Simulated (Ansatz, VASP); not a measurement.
# One calculation of MnO2, two programs

```
Mn O
1.0
     1.41885    0.81917    4.55317
    -1.41885    0.81917    4.55317
     0.00000   -1.63834    4.55317
Mn O
1 2
Cartesian
  0.0000 0.0000 0.0000
  0.0000 0.0000 10.0484
  0.0000 0.0000 3.6111
```

Change from the starting cell: volume scaled by 0.98.

Alike in both runs: task single point; functional LDA; k mesh 11 × 11 × 11; occupations fermi-dirac, width 0.05 eV; collinear spin.

|  | VASP | Ansatz |
| --- | --- | --- |
| version | VASP 6.6.1 | Ansatz 0.2.0 |
| potentials or method | VASP PAW LDA potentials, release 64 (Mn_pv, O), cutoff 520 eV | all-electron LAPW, scalar-relativistic |

Ansatz gave:

* gap on the k mesh at the Fermi level (eV): 0.41
* least direct gap on the mesh (eV): 0.46
* pressure (GPa): -4.5
* traceless stress, the component that is largest in VASP (GPa): 1.20
* rms of the force components (eV/Å): 0.114
* net moment per atom (μB): 1.00
* size of the moment on the site where the two differ most (μB): 2.68

Question: Which values does VASP return?

Answer: gap on the k mesh at the Fermi level (eV): 0.27; least direct gap on the mesh (eV): 0.32; pressure (GPa): -3.9; traceless stress, the component that is largest in VASP (GPa): 0.84; rms of the force components (eV/Å): 0.077; net moment per atom (μB): 1.00; size of the moment on the site where the two differ most (μB): 2.77.

LDA's correlation is that of Perdew and Zunger in VASP and of Perdew and Wang (1992) in Ansatz. Site moments also hang on the region over which each program counts them. Atom by atom the forces differ by 0.037 eV/Å (rms over components). Ansatz ran all-electron here, and VASP with PAW potentials.
